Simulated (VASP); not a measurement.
# Hg (P6/mmm) in VASP: notebook, part 3 of 3

VASP 6.6.1.

**5. Electric field gradients, PBEsol (equal xx and yy strain of -1 %)**

Input file INCAR:

```
SYSTEM = Hg
  PREC = Accurate
  ENCUT = 520
  EDIFF = 1E-8
  ISMEAR = -1
  SIGMA = 0.05
  LREAL = .False.
  LASPH = .True.
  NELM = 60
  ALGO = Normal
  ISIF = 2
  LWAVE = .False.
  LCHARG = .False.
  GGA = PS
  LEFG = .True.
  NBANDS = 25
```

Input file KPOINTS:

```
regular mesh
0
Gamma
  8 8 9
  0 0 0
```

Input file POSCAR:

```
Hg
1.0
    4.4946020006      0.0000000000      0.0000000000
   -2.2473010003      3.8924395124      0.0000000000
    0.0000000000      0.0000000000      3.8700000000
Hg
3
Direct
    0.3333333333      0.6666666667      0.5000000000
    0.0000000000      0.0000000000      0.0000000000
    0.6666666667      0.3333333333      0.5000000000
```

Potentials or basis: VASP PAW PBE potentials, release 64 (Hg).

On the command line:

```
> cat potpaw_PBE.64/Hg/POTCAR > POTCAR
> mpirun -np 1 vasp_std > vasp.out
```

OUTCAR:

```text
SYSTEM = Hg
   PREC = Accurate
   ENCUT = 520
   EDIFF = 1E-8
   ISMEAR = -1
   LREAL = .False.
   LASPH = .True.
   NELM = 60
   ISIF = 2
   GGA = PS

 ion  position               nearest neighbor table
   1  0.333  0.667  0.500-   3 2.59   3 2.59   3 2.59   2 3.24   2 3.24   2 3.24   2 3.24   2 3.24
                             2 3.24
   2  0.000  0.000  0.000-   1 3.24   3 3.24   1 3.24   3 3.24   1 3.24   1 3.24   3 3.24   3 3.24
                             3 3.24   3 3.24   1 3.24   1 3.24
   3  0.667  0.333  0.500-   1 2.59   1 2.59   1 2.59   2 3.24   2 3.24   2 3.24   2 3.24   2 3.24
                             2 3.24

[... 900 lines left out ...]
 Electric field gradients (V/A^2)
---------------------------------------------------------------------
 ion       V_xx      V_yy      V_zz      V_xy      V_xz      V_yz
---------------------------------------------------------------------
   1    -178.492  -178.492   356.984     0.001     0.000     0.000
   2     -16.956   -16.955    33.911     0.001     0.000     0.000
   3    -178.492  -178.492   356.984     0.001     0.000     0.000
---------------------------------------------------------------------

 Electric field gradients after diagonalization (V/A^2)
 (convention: |V_zz| > |V_xx| > |V_yy|)
----------------------------------------------------------------------
 ion       V_xx      V_yy      V_zz     asymmetry (V_yy - V_xx)/ V_zz
----------------------------------------------------------------------
   1    -178.493  -178.491   356.984       0.000
   2     -16.956   -16.955    33.911       0.000
   3    -178.493  -178.491   356.984       0.000
----------------------------------------------------------------------

           NMR quadrupolar parameters

 Cq : quadrupolar parameter    Cq=e*Q*V_zz/h
 eta: asymmetry parameters     (V_yy - V_xx)/ V_zz
 Q  : nuclear electric quadrupole moment in mb (millibarn)
----------------------------------------------------------------------
 ion       Cq(MHz)       eta       Q (mb)
----------------------------------------------------------------------
   1       0.863       0.000       1.000
   2       0.082       0.000       1.000
   3       0.863       0.000       1.000
----------------------------------------------------------------------
```

stdout:

```text
POSCAR found type information on POSCAR Hg
 POSCAR found :  1 types and       3 ions
 scaLAPACK will be used
 -----------------------------------------------------------------------------
|                                                                             |
|                                                                             |
|     You enforced a specific xc type in the INCAR file but a different       |
|     I HOPE YOU KNOW WHAT YOU ARE DOING!                                     |
|                                                                             |
 -----------------------------------------------------------------------------

 LDA part: xc-table for (Slater+PW92), standard interpolation
 POSCAR, INCAR and KPOINTS ok, starting setup
 FFT: planning ... GRIDC
 FFT: planning ... GRID_SOFT
 FFT: planning ... GRID
 WAVECAR not read
 entering main loop
ion   1

ion   2

ion   3
```

It took 44 s on 1 thread of Intel Xeon Platinum 8488C (Sapphire Rapids), shared host; peak memory 0.22 GiB.

What came out:

- Free energy: -0.9242 eV
- Pressure: 10.9 GPa
- Band gap on the k mesh: zero (band 18 reaches 7.42 eV, above the bottom of band 19 at 2.07 eV)

Levels at points of the mesh, in eV from the Fermi level:
```tsv
k point	band 16	band 17	band 18	band 19	band 20	band 21
(0.00, 0.00, 0.00)	-5.92	0.50	1.78	2.88	3.68	3.68
(0.50, 0.00, 0.00)	-5.78	-4.97	-0.72	0.44	6.07	6.10
```

Electric field gradients, principal values (V/Å²):
```
atom     least    middle  greatest (by size)
1 Hg  -178.491  -178.493             356.984
2 Hg   -16.955   -16.956              33.911
3 Hg  -178.491  -178.493             356.984
```

Caveat: the cell differs from its parent crystal (equal xx and yy strain of -1 %); without QUAD_EFG the Cq values of the log hold for a quadrupole moment of 1 mb, not for the nuclei; the PAW data sets were made with another functional, which shifts forces and pressure a little; spin-orbit coupling is left out, which moves the levels of the heavy elements.

**6. Electric field gradients, PBEsol (equal xx and yy strain of -1 %)**

Input file INCAR:

```
ALGO = Normal
EDIFF = 1E-8
ENCUT = 520
GGA = PS
ISIF = 2
ISMEAR = -1
LASPH = True
LCHARG = False
LEFG = True
LREAL = False
LWAVE = False
NBANDS = 25
NELM = 60
PREC = Accurate
SIGMA = 0.05
```

Input file KPOINTS:

```
k-points
0
Gamma
  8 8 9
```

POSCAR is that of step 5.

Potentials or basis: VASP PAW PBE potentials, release 64 (Hg).

On the command line:

```
> cat potpaw_PBE.64/Hg/POTCAR > POTCAR
> mpirun -np 1 vasp_std > vasp.out
```

OUTCAR:

```text
EDIFF = 1E-8
   ENCUT = 520
   GGA = PS
   ISIF = 2
   ISMEAR = -1
   LASPH = True
   LREAL = False
   NELM = 60
   PREC = Accurate

 ion  position               nearest neighbor table
   1  0.333  0.667  0.500-   3 2.59   3 2.59   3 2.59   2 3.24   2 3.24   2 3.24   2 3.24   2 3.24
                             2 3.24
   2  0.000  0.000  0.000-   1 3.24   3 3.24   1 3.24   3 3.24   1 3.24   1 3.24   3 3.24   3 3.24
                             3 3.24   3 3.24   1 3.24   1 3.24
   3  0.667  0.333  0.500-   1 2.59   1 2.59   1 2.59   2 3.24   2 3.24   2 3.24   2 3.24   2 3.24
                             2 3.24

  LATTYP: Found a hexagonal cell.
 ALAT       =     4.4946020006
 C/A-ratio  =     0.8610328566

  Lattice vectors:

 A1 = (   4.4946020006,   0.0000000000,   0.0000000000)
 A2 = (  -2.2473010003,   3.8924395124,   0.0000000000)
 A3 = (   0.0000000000,   0.0000000000,   3.8700000000)

Analysis of symmetry for initial positions (statically):
=====================================================================
 Subroutine PRICEL returns:
 Original cell was already a primitive cell.

 Routine SETGRP: Setting up the symmetry group for a
 hexagonal supercell.

 Subroutine GETGRP returns: Found 24 space group operations
 (whereof 24 operations were pure point group operations)
 out of a pool of 24 trial point group operations.

The static configuration has the point symmetry D_6h.

Analysis of symmetry for dynamics (positions and initial velocities):
=====================================================================
 Subroutine PRICEL returns:
 Original cell was already a primitive cell.

 Routine SETGRP: Setting up the symmetry group for a
 hexagonal supercell.

 Subroutine GETGRP returns: Found 24 space group operations
 (whereof 24 operations were pure point group operations)
 out of a pool of 24 trial point group operations.

The dynamic configuration has the point symmetry D_6h.

 Subroutine INISYM returns: Found 24 space group operations
 (whereof 24 operations are pure point group operations),
 and found     1 'primitive' translations

----------------------------------------------------------------------------------------

                                     Primitive cell

  volume of cell :      67.7055

  direct lattice vectors                    reciprocal lattice vectors
     4.494602001  0.000000000  0.000000000     0.222489110  0.128454148  0.000000000
    -2.247301000  3.892439512  0.000000000     0.000000000  0.256908295  0.000000000
     0.000000000  0.000000000  3.870000000     0.000000000  0.000000000  0.258397933

  length of vectors
     4.494602001  4.494602001  3.870000000     0.256908295  0.256908295  0.258397933

  position of ions in fractional coordinates (direct lattice)
     0.333333333  0.666666667  0.500000000
     0.000000000  0.000000000  0.000000000
     0.666666667  0.333333333  0.500000000

  ion indices of the primitive-cell ions
   primitive index   ion index
                 1           1
                 2           2
                 3           3

----------------------------------------------------------------------------------------

[... 77 lines left out ...]
   POTIM  = 0.5000    time-step for ionic-motion
   TEBEG  =    0.0;   TEEND  =   0.0 temperature during run
   PSTRESS=    0.0 pullay stress
   NELECT =      36.0000    total number of electrons
   NUPDOWN=      -1.0000    fix difference up-down
   EMIN   =  10.00;   EMAX   =-10.00  energy-range for DOS
   EFERMI =   0.00;   METHOD = LEGACY
   ISMEAR =    -1;   SIGMA  =   0.05  broadening in eV -4-tet -1-fermi 0-gaus
   EFERMI_NEDOS =   21; number of points for ismear=-14 and -15
   IALGO  =     38    algorithm
   IMIX   =      4    mixing-type and parameters
     AMIX     =   0.40;   BMIX     =  1.00
     AMIX_MAG =   1.60;   BMIX_MAG =  1.00
  volume/ion in A,a.u.               =      22.57       152.30
  Fermi-wavevector in a.u.,A,eV,Ry     =   1.326277  2.506301 23.932801  1.759011
  Thomas-Fermi vector in A             =   2.455676
   LORBIT       =      0    0 simple, 1 ext, 2 COOP (PROOUT), +10 PAW based schemes
   GGA     = PS    functional components
   LHFCALC =     F    Hartree Fock is set to
   AEXX    =    0.0000 exact exchange contribution
   IVDW    =     0    specifies the selected vdW correction
   LEPSILON=     F    determine dielectric tensor
   LRPA    =     F    only Hartree local field effects (RPA)
 non-spin polarized calculation
  energy-cutoff  :      520.00
  volume of cell :       67.71
 maximum number of plane-waves:      1880
 NGX is ok and might be reduce to    36
   NGX = 17   NGY = 17   NGZ = 15

 number of electron      35.9999999 magnetization

 Free energy of the ion-electron system (eV)
  ---------------------------------------------------
  ext. energy  EPLUGINS =         0.00000000
  ---------------------------------------------------
  free energy    TOTEN  =        -0.92420118 eV

  energy without entropy =       -0.91322572  energy(sigma->0) =       -0.91871345

 E-fermi :   3.1436     XC(G=0): -11.2160

 val. band max:        3.1374133953   @ k =   0.2500   0.1250   0.3333
 cond. band min:       3.2830032995   @ k =   0.3750   0.2500   0.3333
 fundamental gap:      0.1455899041
 Fermi energy:         3.1436114906

 k-point     1 :       0.0000    0.0000    0.0000
  band No.  band energies     occupation
      1      -7.0859      2.00000
      2      -5.2363      2.00000
      3      -4.9463      2.00000
      4      -4.9463      2.00000
      5      -4.7322      2.00000
      6      -4.7322      2.00000
[... 661 lines left out ...]
     24      12.0959      0.00000
     25      14.1324      0.00000

 [... further k-points ...]
[... 5 lines left out ...]
  --------------------------------------------------------------------------------------
  -------------------------------------------------------------------------------------
  Total        6.8429756      6.8429756      0.1602784     -0.0000000      0.0000000     -0.0000000
  in kB      161.9315582    161.9315582      3.7928146     -0.0000000      0.0000000     -0.0000000
  external PRESSURE =     109.2186436 kB  Pullay stress =       0.0000000 kB

 VOLUME and BASIS-vectors are now :
 -----------------------------------------------------------------------------
  energy-cutoff  :      520.00
  volume of cell :       67.71
      direct lattice vectors                 reciprocal lattice vectors
     4.494602001  0.000000000  0.000000000     0.222489110  0.128454148  0.000000000
    -2.247301000  3.892439512  0.000000000     0.000000000  0.256908295  0.000000000
     0.000000000  0.000000000  3.870000000     0.000000000  0.000000000  0.258397933

 POSITION                                       TOTAL-FORCE (eV/Angst)
 -----------------------------------------------------------------------------------
     -0.00000      2.59496      1.93500         0.000000     -0.000000      0.000000
      0.00000      0.00000      0.00000         0.000000     -0.000000     -0.000000
      2.24730      1.29748      1.93500        -0.000000      0.000000     -0.000000
 -----------------------------------------------------------------------------------
    total drift:                                0.000000     -0.000000     -0.000000

  FREE ENERGIE OF THE ION-ELECTRON SYSTEM (eV)
  ---------------------------------------------------
  free  energy   TOTEN  =        -0.9242011778 eV

  energy  without entropy=       -0.9132257178  energy(sigma->0) =       -0.91871345

 Electric field gradients (V/A^2)
---------------------------------------------------------------------
 ion       V_xx      V_yy      V_zz      V_xy      V_xz      V_yz
---------------------------------------------------------------------
   1    -178.492  -178.492   356.984     0.001     0.000     0.000
   2     -16.956   -16.955    33.911     0.001     0.000     0.000
   3    -178.492  -178.492   356.984     0.001     0.000     0.000
---------------------------------------------------------------------

 Electric field gradients after diagonalization (V/A^2)
 (convention: |V_zz| > |V_xx| > |V_yy|)
----------------------------------------------------------------------
 ion       V_xx      V_yy      V_zz     asymmetry (V_yy - V_xx)/ V_zz
----------------------------------------------------------------------
   1    -178.493  -178.491   356.984       0.000
   2     -16.956   -16.955    33.911       0.000
   3    -178.493  -178.491   356.984       0.000
----------------------------------------------------------------------

           NMR quadrupolar parameters

 Cq : quadrupolar parameter    Cq=e*Q*V_zz/h
 eta: asymmetry parameters     (V_yy - V_xx)/ V_zz
 Q  : nuclear electric quadrupole moment in mb (millibarn)
----------------------------------------------------------------------
 ion       Cq(MHz)       eta       Q (mb)
----------------------------------------------------------------------
   1       0.863       0.000       1.000
   2       0.082       0.000       1.000
   3       0.863       0.000       1.000
----------------------------------------------------------------------
```

It took 48 s on 1 thread of Intel Xeon Platinum 8488C (Sapphire Rapids), shared host; peak memory 0.22 GiB.

Results:

- Free energy: -0.9242 eV
- Pressure: 10.9 GPa
- Band gap on the k mesh: zero (band 18 reaches 7.42 eV, above the bottom of band 19 at 2.07 eV)

Electric field gradients, principal values (V/Å²):
| atom | least | middle | greatest (by size) |
| --- | --- | --- | --- |
| 1 Hg | -178.491 | -178.493 | 356.984 |
| 2 Hg | -16.955 | -16.956 | 33.911 |
| 3 Hg | -178.491 | -178.493 | 356.984 |

Caveat: the cell differs from its parent crystal (equal xx and yy strain of -1 %); without QUAD_EFG the Cq values of the log hold for a quadrupole moment of 1 mb, not for the nuclei; the PAW data sets were made with another functional, which shifts forces and pressure a little; spin-orbit coupling is left out, which moves the levels of the heavy elements.

**7. Summary**

| cell | gap on the mesh (eV) | pressure (GPa) |
| --- | --- | --- |
| a = 4.600, b = 4.600, c = 3.921 Å, angles 90.0, 90.0, 120.0°, 3 atoms | none | 5.7 |
| a = 4.449, b = 4.449, c = 3.870 Å, angles 90.0, 90.0, 120.0°, 3 atoms | none | 13.5 |
| a = 4.495, b = 4.495, c = 3.870 Å, angles 90.0, 90.0, 120.0°, 3 atoms | none | 10.9 |

Alike in all rows: task electric field gradients; level PBEsol; potentials or basis VASP PAW PBE potentials, release 64 (Hg); no spin polarisation; k mesh 8 × 8 × 9; cutoff (eV) 520; smearing fermi-dirac 0.05 eV.

Caveats: the PAW data sets were made with another functional, which shifts forces and pressure a little; spin-orbit coupling is left out, which moves the levels of the heavy elements.

Total energies depend on the potentials used, so only differences within one code and one set of settings carry meaning.
